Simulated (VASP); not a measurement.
Ag: single point with LDA

The system is Ag.

```
Ag
1.0
     2.84343    0.00000    0.00000
    -1.42171    2.46248    0.00000
     0.00000    0.00000    4.59575
Ag
2
Direct
  0.33333 0.66667 0.25000
  0.66667 0.33333 0.75000
```

```yaml
Program: VASP 6.6.1
Task: single point
Functional: LDA
Potentials_or_basis: VASP PAW LDA potentials, release 64 (Ag)
Cutoff: 520 eV
k_mesh: 10 × 10 × 5
Occupations: methfessel-paxton, width 0.1 eV
Spin: no spin polarisation
Dipole_correction: no
Further_INCAR_settings: ALGO = Normal; EDIFF = 1e-06; NBANDS = 18
```

* Pressure: 0.1 GPa
* Band gap on the k mesh: zero (band 11 reaches 11.66 eV, above the bottom of band 12 at 5.70 eV)

Stress tensor (GPa, compression positive):
```
0.16 0.00 0.00
0.00 0.16 0.00
0.00 0.00 0.06
```

Levels at points of the mesh, in eV from the Fermi level:
| k point | band 8 | band 9 | band 10 | band 11 | band 12 | band 13 | band 14 | band 15 |
| --- | --- | --- | --- | --- | --- | --- | --- | --- |
| (0.00, 0.00, 0.00) | -4.33 | -4.33 | -3.15 | -3.15 | -0.58 | 3.98 | 15.69 | 17.90 |
| (0.50, 0.00, 0.00) | -3.02 | -2.91 | -2.85 | 0.00 | 1.57 | 7.09 | 7.36 | 9.86 |

Wall time 9.1 s on 1 thread of Intel(R) Xeon(R) Platinum 8488C (Sapphire Rapids), on a shared host, peak memory 0.15 GiB.
